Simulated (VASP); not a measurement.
Mg2O:

```
Mg O
1.0
     4.57499    0.00000    0.00000
     0.00000    4.57499    0.00000
     0.00000    0.00000    4.34319
Mg O
4 2
Direct
  0.25000 0.25000 0.41853
  0.75000 0.75000 0.41853
  0.75000 0.25000 0.91853
  0.25000 0.75000 0.91853
  0.50000 0.50000 0.15926
  0.00000 0.00000 0.65926
```

| Property | Result |
| --- | --- |
| Program | VASP 6.6.1 |
| Task | relaxation of cell and atoms |
| Functional | PBE |
| Potentials or basis | VASP PAW PBE potentials, release 64 (Mg, O) |
| Cutoff | 600 eV |
| k mesh | 4 × 4 × 4 |
| Occupations | gaussian, width 0.1 eV |
| Spin | no spin polarisation |

At the start: pressure 10.6 GPa; volume 15.15 Å³/atom.

Question: Where does the relaxation end?

Answer: Over 20 steps the energy falls by 143.1 meV/atom and the volume is 15.80 Å³/atom (+4.3 %); space group P4_2nm (No. 102, to 0.05 Å).

The path:
| step | energy change (eV) | largest force (eV/Å) | pressure (GPa) | volume (Å³) |
| --- | --- | --- | --- | --- |
| 1 | 0.0000 | 0.3625 | 10.57 | 90.91 |
| 2 | -0.3814 | 0.0499 | -0.95 | 104.69 |
| 3 | -0.3853 | 0.0354 | -0.07 | 103.24 |
| 4 | -0.3852 | 0.0378 | -0.24 | 103.50 |
| 5 | -0.3940 | 0.0337 | -0.29 | 103.45 |
| 6 | -0.4298 | 0.0208 | -0.40 | 103.27 |
| 7 | -0.5372 | 0.0090 | -0.76 | 102.70 |
| 8 | -0.7529 | 0.0707 | -1.72 | 100.79 |
| 9 | -0.3975 | 0.2086 | -2.64 | 93.57 |
| 10 | -0.7971 | 0.1249 | -2.02 | 99.95 |
| 11 | -0.8231 | 0.1389 | -2.38 | 98.83 |
| 12 | -0.8298 | 0.1350 | -2.15 | 98.22 |
| 13 | -0.8355 | 0.1298 | -1.95 | 97.41 |
| 14 | -0.8345 | 0.1194 | -1.42 | 95.76 |
| 15 | -0.8372 | 0.1257 | -1.74 | 96.72 |
| 16 | -0.8451 | 0.1167 | -1.31 | 96.23 |
| 17 | -0.8563 | 0.0882 | -0.15 | 94.93 |
| 18 | -0.8569 | 0.0790 | 0.18 | 94.57 |
| 19 | -0.8576 | 0.0603 | 0.13 | 94.62 |
| 20 | -0.8587 | 0.0144 | 0.02 | 94.78 |

Final structure:
```yaml
crystal:
  lattice:
    - [5.21066, 0.00000, 0.00000]
    - [0.00000, 5.21066, 0.00000]
    - [0.00000, 0.00000, 3.49068]
  atoms:
    - { symbol: Mg, position: [0.24667, 0.24667, 0.41024] }
    - { symbol: Mg, position: [0.75333, 0.75333, 0.41024] }
    - { symbol: Mg, position: [0.74667, 0.25333, 0.91024] }
    - { symbol: Mg, position: [0.25333, 0.74667, 0.91024] }
    - { symbol: O, position: [0.50000, 0.50000, 0.17584] }
    - { symbol: O, position: [0.00000, 0.00000, 0.67583] }
```

Caveat: the k points lie up to 0.45 Å⁻¹ apart in the final cell.
